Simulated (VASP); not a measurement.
MoS2, 6 atoms in the cell. Symmetry: P6_3/mmc, No. 194, hexagonal system. The conventional cell has a = 3.149 Å, b = 3.149 Å, c = 11.909 Å, α = 90.00°, β = 90.00°, γ = 120.00°. Within 3.2 Å of Mo (site symmetry -6m2) lie 6 S at 2.38 Å and 6 Mo at 3.15 Å. S (site symmetry 3m) has 3 Mo at 2.38 Å and 7 S at 3.08 to 3.15 Å within 3.2 Å.  This cell differs from its parent crystal: strain +0.000 along x and y, -0.015 along z.

* Program: VASP 6.6.1
* Task: single point
* Functional: PBE
* Dispersion: D3(BJ)
* Potentials or basis: VASP PAW PBE potentials, release 64 (Mo_sv, S)
* Cutoff: 520 eV
* k mesh: 12 × 12 × 4
* Occupations: gaussian, width 0.05 eV
* Spin: no spin polarisation
* Dipole correction: no
* Further INCAR settings: ALGO = Normal; EDIFF = 1e-06; NBANDS = 35

Potentials or basis: VASP PAW PBE potentials, release 64 (Mo_sv, S).

The run is started by

```sh
$ cat potpaw_PBE.64/Mo_sv/POTCAR potpaw_PBE.64/S/POTCAR > POTCAR
$ mpirun -np 1 vasp_std > vasp.out
```

Hardware: 1 thread of Intel Xeon 8259CL, on a shared host.

Estimate the wall time of this run.

Wall time 3.7 min on 1 thread of Intel Xeon 8259CL (shared host), peak memory 0.33 GiB. Counts: scf iterations 15, k points 57.
